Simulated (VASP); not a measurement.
# Ni (Fm-3m) in VASP: further runs

Ni is run at these levels: PBE; tasks: single point.

All numbers are computed with VASP 6.6.1; they aren't measurements. Logs are shortened: lines on timing, memory, paths and dates and some standing lists are left out, and cuts for length are marked.

**1. The cell of the first run**

It takes space group Fm-3m (No. 225, cubic). The conventional cell has a = 3.094 Å, b = 3.094 Å, c = 3.094 Å, α = 90.00°, β = 90.00°, γ = 90.00°. Within 2.9 Å of Ni (site symmetry m-3m) lie 12 Ni at 2.19 Å.

**2. Single point, PBE, collinear spin, ferromagnetic start (7.40 Å³/atom)**

Contents of INCAR:

```
SYSTEM = Ni
PREC = Accurate
ENCUT = 520
EDIFF = 1E-6
ISMEAR = -1
SIGMA = 0.05
LREAL = .False.
LASPH = .True.
NELM = 150
ALGO = Normal
ISIF = 2
LWAVE = .False.
LCHARG = .False.
ISPIN = 2
MAGMOM = 1
LORBIT = 11
LMAXMIX = 4
GGA = PE
NBANDS = 15
```

Contents of KPOINTS:

```
Automatic mesh
0
Gamma
  18 18 18
  0 0 0
```

Contents of POSCAR:

```
Ni
1.0
    0.0000000000      1.5468467906      1.5468467906
    1.5468467906      0.0000000000      1.5468467906
    1.5468467906      1.5468467906      0.0000000000
Ni
1
Direct
    0.0000000000      0.0000000000      0.0000000000
```

Potentials or basis: VASP PAW PBE potentials, release 64 (Ni).

On the command line:

```console
cat potpaw_PBE.64/Ni/POTCAR > POTCAR
mpirun -np 1 vasp_std > vasp.out
```

OUTCAR:

```text
SYSTEM = Ni
   PREC = Accurate
   ENCUT = 520
   EDIFF = 1E-6
   ISMEAR = -1
   LREAL = .False.
   LASPH = .True.
   NELM = 150
   ISIF = 2
   ISPIN = 2
   LORBIT = 11
   GGA = PE

 ion  position               nearest neighbor table
   1  0.000  0.000  0.000-

  LATTYP: Found a face centered cubic cell.
 ALAT       =     3.0936935812

  Lattice vectors:

 A1 = (   0.0000000000,   1.5468467906,   1.5468467906)
 A2 = (   1.5468467906,   0.0000000000,   1.5468467906)
 A3 = (   1.5468467906,   1.5468467906,   0.0000000000)

Analysis of symmetry for initial positions (statically):
=====================================================================
 Subroutine PRICEL returns:
 Original cell was already a primitive cell.

 Routine SETGRP: Setting up the symmetry group for a
 face centered cubic supercell.

 Subroutine GETGRP returns: Found 48 space group operations
 (whereof 48 operations were pure point group operations)
 out of a pool of 48 trial point group operations.

The static configuration has the point symmetry O_h .

Analysis of symmetry for dynamics (positions and initial velocities):
=====================================================================
 Subroutine PRICEL returns:
 Original cell was already a primitive cell.

 Routine SETGRP: Setting up the symmetry group for a
 face centered cubic supercell.

 Subroutine GETGRP returns: Found 48 space group operations
 (whereof 48 operations were pure point group operations)
 out of a pool of 48 trial point group operations.

The dynamic configuration has the point symmetry O_h .

Analysis of structural, dynamic, and magnetic symmetry:
=====================================================================
 Subroutine PRICEL returns:
 Original cell was already a primitive cell.

 Routine SETGRP: Setting up the symmetry group for a
 face centered cubic supercell.

 Subroutine GETGRP returns: Found 48 space group operations
 (whereof 48 operations were pure point group operations)
 out of a pool of 48 trial point group operations.

The overall configuration has the point symmetry O_h .

 Subroutine INISYM returns: Found 48 space group operations
 (whereof 48 operations are pure point group operations),
 and found     1 'primitive' translations

----------------------------------------------------------------------------------------

                                     Primitive cell

  volume of cell :       7.4024

  direct lattice vectors                    reciprocal lattice vectors
     0.000000000  1.546846791  1.546846791    -0.323238218  0.323238218  0.323238218
     1.546846791  0.000000000  1.546846791     0.323238218 -0.323238218  0.323238218
     1.546846791  1.546846791  0.000000000     0.323238218  0.323238218 -0.323238218

  length of vectors
     2.187571710  2.187571710  2.187571710     0.559865016  0.559865016  0.559865016

  position of ions in fractional coordinates (direct lattice)
     0.000000000  0.000000000  0.000000000

  ion indices of the primitive-cell ions
   primitive index   ion index
                 1           1

----------------------------------------------------------------------------------------

 KPOINTS: Automatic mesh

Automatic generation of k-mesh.
 Grid dimensions read from file:
 generate k-points for:   18   18   18

 Generating k-lattice:

  Cartesian coordinates                     Fractional coordinates (reciprocal lattice)
    -0.017957679  0.017957679  0.017957679     0.055555556  0.000000000  0.000000000
     0.017957679 -0.017957679  0.017957679     0.000000000  0.055555556  0.000000000
     0.017957679  0.017957679 -0.017957679     0.000000000  0.000000000  0.055555556

  Length of vectors
     0.031103612  0.031103612  0.031103612

  Shift w.r.t. Gamma in fractional coordinates (k-lattice)
     0.000000000  0.000000000  0.000000000

 Subroutine IBZKPT returns following result:
 ===========================================

 Found    195 irreducible k-points:

 Following reciprocal coordinates:
            Coordinates               Weight
  0.000000  0.000000  0.000000      1.000000
  0.055556  0.000000  0.000000      8.000000
  0.111111  0.000000  0.000000      8.000000
  0.166667  0.000000  0.000000      8.000000
  0.222222  0.000000  0.000000      8.000000
  0.277778  0.000000  0.000000      8.000000
[... 16 lines left out ...]
 -0.277778  0.055556  0.000000     24.000000
 -0.222222  0.055556  0.000000     24.000000
 [... further k-points ...]
   k-points           NKPTS =    195   k-points in BZ     NKDIM =    195   number of bands    NBANDS=     15
   number of dos      NEDOS =    301   number of ions     NIONS =      1
   total plane-waves  NPLWV =   4096
   dimension x,y,z NGX =    16 NGY =   16 NGZ =   16
   dimension x,y,z NGXF=    32 NGYF=   32 NGZF=   32
   ions per type =               1
   NGX,Y,Z   is equivalent  to a cutoff of  12.16, 12.16, 12.16 a.u.
   NGXF,Y,Z  is equivalent  to a cutoff of  24.32, 24.32, 24.32 a.u.
 SYSTEM =  Ni
   PREC   = accura    normal or accurate (medium, high low for compatibility)
   ISTART =      0    job   : 0-new  1-cont  2-samecut
   ICHARG =      2    charge: 1-file 2-atom 10-const
   ISPIN  =      2    spin polarized calculation?
   LNONCOLLINEAR =      F non collinear calculations
   LSORBIT =      F    spin-orbit coupling
   LASPH  =      T    aspherical Exc in radial PAW
   ENCUT  =  520.0 eV  38.22 Ry    6.18 a.u.   4.07  4.07  4.07*2*pi/ulx,y,z
   NELM   =    150;   NELMIN=  2; NELMDL= -5     # of ELM steps
   EDIFF  = 0.1E-05   stopping-criterion for ELM
   LREAL  =      F    real-space projection
   EDIFFG = 0.1E-04   stopping-criterion for IOM
   NSW    =      0    number of steps for IOM
   IBRION =     -1    ionic relax: 0-MD 1-quasi-New 2-CG
   NFREE  =      0    steps in history (QN), initial steepest desc. (CG)
   ISIF   =      2    stress and relaxation
   ISYM   =      2    0-nonsym 1-usesym 2-fastsym
   POTIM  = 0.5000    time-step for ionic-motion
   TEBEG  =    0.0;   TEEND  =   0.0 temperature during run
   PSTRESS=    0.0 pullay stress
   NELECT =      10.0000    total number of electrons
   NUPDOWN=      -1.0000    fix difference up-down
   EMIN   =  10.00;   EMAX   =-10.00  energy-range for DOS
   EFERMI =   0.00;   METHOD = LEGACY
   ISMEAR =    -1;   SIGMA  =   0.05  broadening in eV -4-tet -1-fermi 0-gaus
   EFERMI_NEDOS =   21; number of points for ismear=-14 and -15
   IALGO  =     38    algorithm
   IMIX   =      4    mixing-type and parameters
     AMIX     =   0.40;   BMIX     =  1.00
     AMIX_MAG =   1.60;   BMIX_MAG =  1.00
  volume/ion in A,a.u.               =       7.40        49.95
  Fermi-wavevector in a.u.,A,eV,Ry     =   1.809746  3.419923 44.561518  3.275179
  Thomas-Fermi vector in A             =   2.868552
   LORBIT       =     11    0 simple, 1 ext, 2 COOP (PROOUT), +10 PAW based schemes
   GGA     = PE    functional components
   LHFCALC =     F    Hartree Fock is set to
   AEXX    =    0.0000 exact exchange contribution
   IVDW    =     0    specifies the selected vdW correction
   LEPSILON=     F    determine dielectric tensor
   LRPA    =     F    only Hartree local field effects (RPA)
 spin polarized calculation
  energy-cutoff  :      520.00
  volume of cell :        7.40
 maximum number of plane-waves:       210
   NGX =  9   NGY =  9   NGZ =  9

 number of electron      10.0000001 magnetization       0.5389572

 Free energy of the ion-electron system (eV)
  ---------------------------------------------------
  ext. energy  EPLUGINS =         0.00000000
  ---------------------------------------------------
  free energy    TOTEN  =        -4.03035937 eV

  energy without entropy =       -4.02006946  energy(sigma->0) =       -4.02521442

 E-fermi :  16.1190     XC(G=0): -15.6941

 val. band max:       16.1159121771   @ k =   0.4444   0.3333   0.0556
 cond. band min:      16.1222456427   @ k =   0.5000   0.4444   0.0556
 fundamental gap:      0.0063334655
 Fermi energy:        16.1190201877

 spin component 1

 k-point     1 :       0.0000    0.0000    0.0000
  band No.  band energies     occupation
      1       4.1141      1.00000
      2      12.4111      1.00000
      3      12.4111      1.00000
      4      12.4111      1.00000
      5      14.4343      1.00000
      6      14.4343      1.00000
      7      42.9110      0.00000
      8      49.9860      0.00000
      9      49.9860      0.00000
     10      49.9860      0.00000
     11      55.5296      0.00000
     12      55.5296      0.00000
     13      55.5296      0.00000
     14      56.3527      0.00000
     15      60.6411      0.00000
[... 397 lines left out ...]
 k-point    24 :      -0.2222    0.0556    0.0000
  band No.  band energies     occupation
      1       6.9119      1.00000
      2      11.7340      1.00000
      3      12.7735      1.00000
      4      12.8615      1.00000
      5      14.2449      1.00000
      6      14.8299      1.00000
      7      35.6933      0.00000
      8      42.7805      0.00000
      9      47.7191      0.00000
     10      51.1707      0.00000
     11      53.2945      0.00000
     12      54.0343      0.00000
     13      58.9339      0.00000
     14      60.1501      0.00000
     15      62.7923      0.00000

 [... further k-points ...]

 spin component 2

 k-point     1 :       0.0000    0.0000    0.0000
  band No.  band energies     occupation
      1       4.1198      1.00000
      2      13.0547      1.00000
      3      13.0548      1.00000
      4      13.0548      1.00000
      5      14.9456      1.00000
      6      14.9456      1.00000
      7      42.8378      0.00000
      8      49.9676      0.00000
      9      49.9676      0.00000
     10      49.9676      0.00000
     11      55.6672      0.00000
     12      55.6672      0.00000
     13      55.6672      0.00000
     14      56.3498      0.00000
     15      61.9167      0.00000
[... 397 lines left out ...]
 k-point    24 :      -0.2222    0.0556    0.0000
  band No.  band energies     occupation
      1       6.9537      1.00000
      2      12.2759      1.00000
      3      13.3601      1.00000
      4      13.4620      1.00000
      5      14.8027      1.00000
      6      15.4029      1.00000
      7      35.8644      0.00000
      8      42.7786      0.00000
      9      47.7855      0.00000
     10      51.2325      0.00000
     11      53.3248      0.00000
     12      54.1341      0.00000
     13      58.9891      0.00000
     14      61.4278      0.00000
     15      62.9612      0.00000

 [... further k-points ...]

------------------------ aborting loop because EDIFF is reached ----------------------------------------

  FORCE on cell =-STRESS in cart. coord.  units (eV):
  Direction    XX          YY          ZZ          XY          YZ          ZX
  --------------------------------------------------------------------------------------
  -------------------------------------------------------------------------------------
  Total        8.9285533      8.9285533      8.9285533      0.0000000      0.0000000     -0.0000000
  in kB     1932.5012341   1932.5012341   1932.5012341      0.0000000      0.0000000     -0.0000000
  external PRESSURE =    1932.5012341 kB  Pullay stress =       0.0000000 kB

 VOLUME and BASIS-vectors are now :
 -----------------------------------------------------------------------------
  energy-cutoff  :      520.00
  volume of cell :        7.40
      direct lattice vectors                 reciprocal lattice vectors
     0.000000000  1.546846791  1.546846791    -0.323238218  0.323238218  0.323238218
     1.546846791  0.000000000  1.546846791     0.323238218 -0.323238218  0.323238218
     1.546846791  1.546846791  0.000000000     0.323238218  0.323238218 -0.323238218

 POSITION                                       TOTAL-FORCE (eV/Angst)
 -----------------------------------------------------------------------------------
      0.00000      0.00000      0.00000         0.000000      0.000000     -0.000000
 -----------------------------------------------------------------------------------
    total drift:                                0.000000      0.000000     -0.000000

  FREE ENERGIE OF THE ION-ELECTRON SYSTEM (eV)
  ---------------------------------------------------
  free  energy   TOTEN  =        -4.0303593738 eV

  energy  without entropy=       -4.0200694594  energy(sigma->0) =       -4.02521442

 total charge

# of ion       s       p       d       tot
------------------------------------------
    1        0.713   0.962   8.655  10.330

 magnetization (x)

# of ion       s       p       d       tot
------------------------------------------
    1       -0.006  -0.025   0.550   0.519
```

It took 34 s on 1 thread of Intel Xeon 8259CL, shared host; peak memory 0.14 GiB.

What came out:

```yaml
Free_energy: -4.0304 eV
Pressure: 193.3 GPa
Net_moment: 0.54 μB per cell
Site_moments: Ni +0.52 μB
```

Caveat: the cell stands under pressure.

**3. Single point, PBE, collinear spin, ferromagnetic start (8.27 Å³/atom)**

This run uses another cell than the first one, of 8.27 Å³/atom.

Contents of INCAR:

```
SYSTEM = Ni
PREC = Accurate
ENCUT = 520
EDIFF = 1E-6
ISMEAR = -1
SIGMA = 0.05
LREAL = .FALSE.
LASPH = .TRUE.
NELM = 150
ALGO = Normal
ISIF = 2
LWAVE = .FALSE.
LCHARG = .FALSE.
ISPIN = 2
MAGMOM = 1
LORBIT = 11
LMAXMIX = 4
GGA = PE
NBANDS = 15
```

Contents of KPOINTS:

```
Automatic mesh
0
G
  18 18 18
  0 0 0
```

Contents of POSCAR:

```
Ni
1.0
    0.0000000000      1.6052728497      1.6052728497
    1.6052728497      0.0000000000      1.6052728497
    1.6052728497      1.6052728497      0.0000000000
Ni
1
Direct
    0.0000000000      0.0000000000      0.0000000000
```

Potentials or basis: VASP PAW PBE potentials, release 64 (Ni).

On the command line:

```console
cat potpaw_PBE.64/Ni/POTCAR > POTCAR
mpirun -np 1 vasp_std > vasp.out
```

OUTCAR:

```text
SYSTEM = Ni
   PREC = Accurate
   ENCUT = 520
   EDIFF = 1E-6
   ISMEAR = -1
   LREAL = .FALSE.
   LASPH = .TRUE.
   NELM = 150
   ISIF = 2
   ISPIN = 2
   LORBIT = 11
   GGA = PE

 ion  position               nearest neighbor table
   1  0.000  0.000  0.000-

  LATTYP: Found a face centered cubic cell.
 ALAT       =     3.2105456994

  Lattice vectors:

 A1 = (   0.0000000000,   1.6052728497,   1.6052728497)
 A2 = (   1.6052728497,   0.0000000000,   1.6052728497)
 A3 = (   1.6052728497,   1.6052728497,   0.0000000000)

Analysis of symmetry for initial positions (statically):
=====================================================================
 Subroutine PRICEL returns:
 Original cell was already a primitive cell.

 Routine SETGRP: Setting up the symmetry group for a
 face centered cubic supercell.

 Subroutine GETGRP returns: Found 48 space group operations
 (whereof 48 operations were pure point group operations)
 out of a pool of 48 trial point group operations.

The static configuration has the point symmetry O_h .

Analysis of symmetry for dynamics (positions and initial velocities):
=====================================================================
 Subroutine PRICEL returns:
 Original cell was already a primitive cell.

 Routine SETGRP: Setting up the symmetry group for a
 face centered cubic supercell.

 Subroutine GETGRP returns: Found 48 space group operations
 (whereof 48 operations were pure point group operations)
 out of a pool of 48 trial point group operations.

The dynamic configuration has the point symmetry O_h .

Analysis of structural, dynamic, and magnetic symmetry:
=====================================================================
 Subroutine PRICEL returns:
 Original cell was already a primitive cell.

 Routine SETGRP: Setting up the symmetry group for a
 face centered cubic supercell.

 Subroutine GETGRP returns: Found 48 space group operations
 (whereof 48 operations were pure point group operations)
 out of a pool of 48 trial point group operations.
[... 161 lines left out ...]
      4      10.6101      1.00000
      5      12.3344      1.00000
      6      12.3344      1.00000
      7      39.8432      0.00000
      8      45.9467      0.00000
      9      45.9467      0.00000
     10      45.9467      0.00000
     11      50.4081      0.00000
     12      50.4081      0.00000
     13      50.4081      0.00000
     14      52.1707      0.00000
[... 403 lines left out ...]
      4      11.0003      1.00000
      5      12.1785      1.00000
      6      12.6659      1.00000
      7      31.9959      0.00000
      8      39.2756      0.00000
      9      43.4955      0.00000
     10      46.6384      0.00000
     11      48.9445      0.00000
     12      49.2533      0.00000
     13      54.2171      0.00000
     14      56.9803      0.00000
     15      57.8063      0.00000

 [... further k-points ...]

 spin component 2

 k-point     1 :       0.0000    0.0000    0.0000
  band No.  band energies     occupation
      1       2.7935      1.00000
      2      11.3035      1.00000
      3      11.3035      1.00000
      4      11.3035      1.00000
      5      12.8864      1.00000
      6      12.8864      1.00000
      7      39.7485      0.00000
      8      45.9276      0.00000
      9      45.9276      0.00000
     10      45.9276      0.00000
     11      50.5447      0.00000
     12      50.5448      0.00000
     13      50.5448      0.00000
     14      52.1115      0.00000
[... 403 lines left out ...]
      4      11.6486      1.00000
      5      12.7798      1.00000
      6      13.2826      0.99999
      7      32.1656      0.00000
      8      39.2765      0.00000
      9      43.5433      0.00000
     10      46.7095      0.00000
     11      48.9594      0.00000
     12      49.3408      0.00000
     13      54.2444      0.00000
     14      57.1407      0.00000
     15      59.0211      0.00000

 [... further k-points ...]

------------------------ aborting loop because EDIFF is reached ----------------------------------------

  FORCE on cell =-STRESS in cart. coord.  units (eV):
  Direction    XX          YY          ZZ          XY          YZ          ZX
  --------------------------------------------------------------------------------------
  -------------------------------------------------------------------------------------
  Total        5.4396608      5.4396608      5.4396608      0.0000000      0.0000000     -0.0000000
  in kB     1053.4303429   1053.4303429   1053.4303429      0.0000000      0.0000000     -0.0000000
  external PRESSURE =    1053.4303429 kB  Pullay stress =       0.0000000 kB

 VOLUME and BASIS-vectors are now :
 -----------------------------------------------------------------------------
  energy-cutoff  :      520.00
  volume of cell :        8.27
      direct lattice vectors                 reciprocal lattice vectors
     0.000000000  1.605272850  1.605272850    -0.311473529  0.311473529  0.311473529
     1.605272850  0.000000000  1.605272850     0.311473529 -0.311473529  0.311473529
     1.605272850  1.605272850  0.000000000     0.311473529  0.311473529 -0.311473529

 POSITION                                       TOTAL-FORCE (eV/Angst)
 -----------------------------------------------------------------------------------
      0.00000      0.00000      0.00000         0.000000      0.000000      0.000000
 -----------------------------------------------------------------------------------
    total drift:                                0.000000     -0.000000     -0.000000

  FREE ENERGIE OF THE ION-ELECTRON SYSTEM (eV)
  ---------------------------------------------------
  free  energy   TOTEN  =        -4.8215839283 eV

  energy  without entropy=       -4.8115123429  energy(sigma->0) =       -4.81654814

 total charge

# of ion       s       p       d       tot
------------------------------------------
    1        0.640   0.801   8.516   9.958

 magnetization (x)

# of ion       s       p       d       tot
------------------------------------------
    1       -0.006  -0.025   0.600   0.570
```

Run time: 92 s. Hardware: 1 thread of Intel Xeon 8259CL, shared host; peak memory 0.15 GiB.

Results:

| Item | Value |
| --- | --- |
| Free energy | -4.8216 eV |
| Pressure | 105.3 GPa |
| Net moment | 0.58 μB per cell |
| Site moments | Ni +0.57 μB |
| Valence electrons inside the program's atomic spheres | Ni 9.96 |

Levels at points of the mesh, in eV from the Fermi level:
Spin up:
```tsv
k point	band 2	band 3	band 4	band 5	band 6	band 7	band 8	band 9
(0.00, 0.00, 0.00)	-3.26	-3.26	-3.26	-1.54	-1.54	25.97	32.07	32.07
(0.50, 0.00, 0.00)	-3.29	-3.29	-0.80	-0.50	-0.50	7.96	24.33	29.81
(0.50, 0.50, 0.00)	-5.94	-0.46	-0.27	-0.27	2.70	11.96	17.60	17.60
```
Spin down:
```
           k point  band 3  band 4  band 5  band 6  band 7  band 8
(0.00, 0.00, 0.00)   -2.57   -2.57   -0.99   -0.99   25.88   32.05
(0.50, 0.00, 0.00)   -2.73   -0.82    0.21    0.21    8.39   24.24
(0.50, 0.50, 0.00)    0.12    0.55    0.55    2.71   12.23   17.64
```

Caveat: the cell stands under pressure.
